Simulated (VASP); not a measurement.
Set up this calculation in VASP 6.6.1, as the native input.

```yaml
Task: relaxation of cell and atoms
Functional: LDA
Potentials_or_basis: VASP PAW LDA potentials, release 64 (Ti_sv, Sn_d)
Cutoff: 500 eV
k_mesh: 6 × 6 × 8
Occupations: gaussian, width 0.1 eV
Spin: no spin polarisation
Dipole_correction: no
Further_INCAR_settings: ALGO = Normal; EDIFF = 1e-07; IBRION = 2; EDIFFG = -0.005; NSW = 70; ISIF = 3
```

The structure of Ti3Sn lies in POSCAR:

```
Ti3Sn
1.0
    5.9169942601      0.0000000000      0.0000000000
   -2.9584971301      5.1242673433      0.0000000000
    0.0000000000      0.0000000000      4.7598129828
Ti Sn
6 2
Direct
    0.1639483009      0.3278966018      0.7500000000
    0.6721033982      0.8360516991      0.7500000000
    0.1639483009      0.8360516991      0.7500000000
    0.8360516991      0.6721033982      0.2500000000
    0.3278966018      0.1639483009      0.2500000000
    0.8360516991      0.1639483009      0.2500000000
    0.6666666667      0.3333333333      0.7500000000
    0.3333333333      0.6666666667      0.2500000000
```

These files were run (other wordings do the same):

INCAR

```
SYSTEM = Ti3Sn
PREC = Accurate
ENCUT = 500
EDIFF = 1E-7
ISMEAR = 0
SIGMA = 0.1
LREAL = .FALSE.
LASPH = .TRUE.
NELM = 120
ALGO = Normal
ISIF = 3
LWAVE = .FALSE.
LCHARG = .FALSE.
GGA = CA
IBRION = 2
NSW = 70
EDIFFG = -0.005
GGA_COMPAT = .FALSE.
NELMIN = 4
```

KPOINTS

```
Automatic mesh
0
G
  6 6 8
  0 0 0
```

Potentials or basis: VASP PAW LDA potentials, release 64 (Ti_sv, Sn_d).

Launch:

```console
$ cat potpaw_LDA.64/Ti_sv/POTCAR potpaw_LDA.64/Sn_d/POTCAR > POTCAR
$ mpirun -np 1 vasp_std > vasp.out
```

Results of the run:

```
Relaxed volume                        : 16.82 Å³/atom
Relaxed cell                          : a = 5.778 Å, b = 5.778 Å, c = 4.654 Å, α = 90.00°, β = 90.00°, γ = 120.00°
Space group after relaxing (to 0.1 Å) : P6_3/mmc (No. 194)
Energy gained by relaxing             : 33.2 meV/atom
Ionic steps                           : 8
Pressure after relaxing               : 0.0 GPa
Band gap on the k mesh                : zero (bands 50 and 51 overlap by 0.48 eV)
```

Caveat: spin-orbit coupling is left out, which moves the levels of the heavy elements.

Run time: 16 min on 1 thread of Intel(R) Xeon(R) 6975P-C (Granite Rapids), with other jobs on the host, peak memory 0.38 GiB.
